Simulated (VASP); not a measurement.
Here is a VASP 6.6.1 calculation.

File INCAR:

```
SYSTEM = Ni
  PREC = Accurate
  ENCUT = 520
  EDIFF = 1E-7
  ISMEAR = -1
  SIGMA = 0.05
  LREAL = .False.
  LASPH = .True.
  NELM = 150
  ALGO = Normal
  ISIF = 2
  LWAVE = .False.
  LCHARG = .True.
  ISPIN = 2
  MAGMOM = 0.8 -0.8
  LORBIT = 11
  LMAXMIX = 4
  GGA = PE
  LELF = .True.
  LVHAR = .True.
  NBANDS = 21
```

File KPOINTS:

```
Automatic mesh
0
Gamma
  11 11 11
  0 0 0
```

POSCAR

```
Ni
1.0
    2.7926049959      0.0000000000      0.0000000000
    0.0000000000      2.7926049959      0.0000000000
    0.0000000000      0.0000000000      2.7926049959
Ni
2
Direct
    0.0000000000      0.0000000000      0.0000000000
    0.5000000000      0.5000000000      0.5000000000
```

Potentials or basis: VASP PAW PBE potentials, release 64 (Ni).

Run with:

```console
$ cat potpaw_PBE.64/Ni/POTCAR > POTCAR
$ mpirun -np 1 vasp_std > vasp.out
```

Task: What does it give for the net moment?

Result: 0.00 μB per cell.

Task: What does it give for the pressure?

Result: 0.0 GPa.

Task: Predict the band gap on the k mesh.

Result: Zero (filled and empty bands overlap).
